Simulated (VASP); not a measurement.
## SiO: relaxation of cell and atoms with HF

SiO:

```
Si O
1.0
     2.80697    0.00000    0.00000
     0.00000    2.80697    0.00000
     0.00000    0.00000    2.80697
Si O
1 1
Direct
  0.00000 0.00000 0.00000
  0.50000 0.50000 0.50000
```

| Property | Result |
| --- | --- |
| Program | VASP 6.6.1 |
| Task | relaxation of cell and atoms |
| Functional | HF |
| Potentials or basis | VASP PAW PBE potentials, release 64 (Si, O) |
| Cutoff | 600 eV |
| k mesh | 5 × 5 × 5 |
| Occupations | fermi-dirac, width 0.05 eV |
| Spin | no spin polarisation |
| Dipole correction | no |
| Grid for exact exchange (PRECFOCK) | Normal |
| Further INCAR settings | ALGO = Normal; EDIFF = 1e-07; IBRION = 2; EDIFFG = -0.01; NSW = 60; ISIF = 3 |
| Share of exact exchange | 1 |

```json
{
 "Relaxed volume": "11.67 Å³/atom",
 "Relaxed cell": "a = 2.858 Å, b = 2.858 Å, c = 2.858 Å, α = 90.00°, β = 90.00°, γ = 90.00°",
 "Space group after relaxing (to 0.1 Å)": "Pm-3m (No. 221)",
 "Energy gained by relaxing": "14.5 meV/atom",
 "Ionic steps": "3",
 "Pressure after relaxing": "0.0 GPa",
 "Band gap on the k mesh": "7.02 eV (least direct gap 7.40 eV)"
}
```

Step by step:
| step | energy change (eV) | largest force (eV/Å) | pressure (GPa) | volume (Å³) |
| --- | --- | --- | --- | --- |
| 1 | 0.0000 | 0.0000 | 7.93 | 22.12 |
| 2 | -0.0233 | 0.0000 | -3.06 | 23.92 |
| 3 | -0.0290 | 0.0000 | 0.02 | 23.34 |

Final structure:
```
CELL_PARAMETERS angstrom
2.85773 0.00000 0.00000
0.00000 2.85773 0.00000
0.00000 0.00000 2.85773
ATOMIC_POSITIONS crystal
Si 0.00000 0.00000 0.00000
O 0.50000 0.50000 0.50000
```

Levels at points of the mesh, in eV from the valence-band top:
| k point | band 2 | band 3 | band 4 | band 5 | band 6 | band 7 | band 8 | band 9 |
| --- | --- | --- | --- | --- | --- | --- | --- | --- |
| (0.00, 0.00, 0.00) | -9.22 | -4.65 | -4.65 | -4.65 | 14.65 | 14.65 | 17.12 | 17.12 |

Wall time 5.8 min on 1 thread of Intel(R) Xeon(R) 6975P-C (Granite Rapids), with other jobs on the host, peak memory 0.14 GiB.

Caveat: the k points lie up to 0.44 Å⁻¹ apart in the final cell; the PAW data sets were made with another functional, which shifts forces and pressure a little; an odd mesh through Γ misses points on the zone boundary, where band edges can lie.
